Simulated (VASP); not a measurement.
Here is a VASP 6.6.1 calculation.

INCAR

```
SYSTEM = BiS3
  PREC = Accurate
  ENCUT = 520
  EDIFF = 1E-6
  ISMEAR = 0
  SIGMA = 0.1
  LREAL = .FALSE.
  LASPH = .TRUE.
  NELM = 60
  ALGO = Normal
  ISIF = 2
  LWAVE = .FALSE.
  LCHARG = .TRUE.
  GGA = PS
  LELF = .TRUE.
  LVHAR = .TRUE.
  NBANDS = 24
```

Contents of KPOINTS:

```
regular mesh
0
G
  6 6 6
  0 0 0
```

The input POSCAR:

```
BiS3
1.0
    1.8380724331      1.0612116140      7.2937536970
   -1.8380724331      1.0612116140      7.2937536970
    0.0000000000     -2.1224232281      7.2937536970
Bi S
1 3
Direct
    0.3927122739      0.3927122739      0.3927122739
    0.2235390928      0.2235390928      0.2235390928
    0.9768227888      0.9768227888      0.9768227888
    0.8054248446      0.8054248446      0.8054248446
```

Potentials or basis: VASP PAW PBE potentials, release 64 (Bi_d, S).

The run is started by

```console
$ cat potpaw_PBE.64/Bi_d/POTCAR potpaw_PBE.64/S/POTCAR > POTCAR
$ mpirun -np 1 vasp_std > vasp.out
```

Problem. What does it give for the largest force?

Solution. 0.685 eV/Å.

Problem. Predict the pressure.

Solution. -0.2 GPa.

Forces in eV/Å, atoms in the order of the input:
```
Bi   0.000  0.000 -0.057
S    0.000  0.000  0.011
S    0.000  0.000 -0.638
S    0.000  0.000  0.685
```

Caveat: the PAW data sets were made with another functional, which shifts forces and pressure a little.
